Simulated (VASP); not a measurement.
Set up this calculation in VASP 6.6.1, as the native input.

* Task: single point
* Functional: LDA
* Potentials or basis: VASP PAW LDA potentials, release 64 (Ti_sv)
* Cutoff: 520 eV
* k mesh: 17 × 17 × 10
* Occupations: fermi-dirac, width 0.05 eV
* Spin: no spin polarisation
* Dipole correction: no
* Further INCAR settings: ALGO = Normal; EDIFF = 1e-07; NBANDS = 19

The structure of Ti lies in POSCAR:

```
Ti
1.0
    2.4070341023      0.0000000000      0.0000000000
   -1.2035170511      2.0845526804      0.0000000000
    0.0000000000      0.0000000000      4.4666646772
Ti
2
Direct
    0.3333333333      0.6666666667      0.2500000000
    0.6666666667      0.3333333333      0.7500000000
```

One way to write it, as run:

INCAR

```
SYSTEM = Ti
PREC = Accurate ; ENCUT = 520
EDIFF = 1E-7 ; ISMEAR = -1
SIGMA = 0.05 ; LREAL = .False.
LASPH = .True. ; NELM = 60
ALGO = Normal ; ISIF = 2
LWAVE = .False. ; LCHARG = .False.
NBANDS = 19
```

KPOINTS

```
Automatic mesh
0
Gamma
  17 17 10
  0 0 0
```

Potentials or basis: VASP PAW LDA potentials, release 64 (Ti_sv).

The run is started by

```sh
$ cat potpaw_LDA.64/Ti_sv/POTCAR > POTCAR
$ mpirun -np 1 vasp_std > vasp.out
```

It gave:

- Pressure: 74.5 GPa
- Band gap on the k mesh: zero (band 12 reaches 14.69 eV, above the bottom of band 13 at 13.23 eV)

Wall time 69 s on 1 thread of Intel(R) Xeon(R) Platinum 8259CL CPU @ 2.50GHz (Skylake/Cascade Lake) (shared host), peak memory 0.17 GiB.
